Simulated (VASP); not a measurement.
## Ti12H (a cell with a defect): single point with PBE+D3(BJ)

Ti12H (a cell with a defect):

```xyz
13
Lattice="5.9000 0.0000 0.0000 -4.4250 7.6643 0.0000 0.0000 0.0000 4.6846" Properties=species:S:1:pos:R:3 pbc="T T T"
Ti    0.2189    0.0343    0.2934
Ti   -0.0422    2.0061    2.4411
Ti   -1.7057    2.5571    0.0930
Ti   -1.4511    4.2335    2.3519
Ti   -3.1026    5.1433   -0.2233
Ti   -2.8038    6.7244    2.3210
Ti    3.0453   -0.1287   -0.0431
Ti    2.7885    1.6616    2.4415
Ti    1.4479    2.7102    0.4003
Ti    1.6994    4.3157    2.3252
Ti   -0.0573    5.0164   -0.2593
Ti    0.0188    6.5903    1.8316
H     4.4909    0.7063    4.3856
```

```yaml
Program: VASP 6.6.1
Task: single point
Functional: PBE
Dispersion: D3(BJ)
Potentials_or_basis: VASP PAW PBE potentials, release 64 (Ti_sv, H)
Cutoff: 520 eV
k_mesh: 3 × 2 × 4
Occupations: fermi-dirac, width 0.15 eV
Spin: no spin polarisation
Dipole_correction: no
Further_INCAR_settings: ALGO = Normal; EDIFF = 1e-07; NBANDS = 84
```

| Property | Result |
| --- | --- |
| Pressure | -2.4 GPa |
| Largest force | 2.460 eV/Å |
| Band gap on the k mesh | zero (an odd number of electrons rules out a gap without spin polarisation) |
| Dispersion energy per atom | -0.561 eV |

Forces on the atoms (eV/Å):
```
Ti   0.002  0.903 -1.389
Ti  -0.190 -1.237  0.852
Ti   0.465 -0.093  0.139
Ti  -0.189 -0.063 -0.844
Ti   0.620  0.135  1.663
Ti   0.044  0.303  0.230
Ti  -1.474 -0.095 -0.474
Ti   0.344 -0.248  0.353
Ti  -0.304 -0.671 -1.961
Ti  -0.901 -0.014 -0.331
Ti   0.110 -0.240 -0.063
Ti   0.423  0.246  2.410
H    1.051  1.076 -0.585
```

Stress tensor (GPa, compression positive):
```
-2.41  1.16  0.96
 1.16 -3.38  0.05
 0.96  0.05 -1.31
```

Levels at points of the mesh, in eV from the Fermi level:
| k point | band 68 | band 69 | band 70 | band 71 | band 72 | band 73 | band 74 | band 75 | band 76 | band 77 |
| --- | --- | --- | --- | --- | --- | --- | --- | --- | --- | --- |
| (0.00, 0.00, 0.00) | -0.63 | -0.43 | -0.29 | -0.02 | 0.01 | 0.14 | 0.18 | 0.43 | 0.52 | 0.56 |
| (0.00, 0.50, 0.00) | -0.40 | -0.29 | -0.21 | -0.10 | -0.07 | 0.05 | 0.15 | 0.23 | 0.42 | 0.56 |
| (0.00, 0.00, 0.50) | -0.43 | -0.39 | -0.25 | -0.15 | -0.04 | 0.06 | 0.23 | 0.26 | 0.45 | 0.58 |
| (0.00, 0.50, 0.50) | -0.43 | -0.35 | -0.29 | -0.27 | -0.13 | 0.12 | 0.20 | 0.23 | 0.33 | 0.41 |

Run time: 22 min on 1 thread of Oxide Virtual Turin-like Processor, with other jobs on the host, peak memory 0.41 GiB.

Caveat: the k points lie up to 0.41 Å⁻¹ apart, too coarse for converged energies and pressures of a metal.
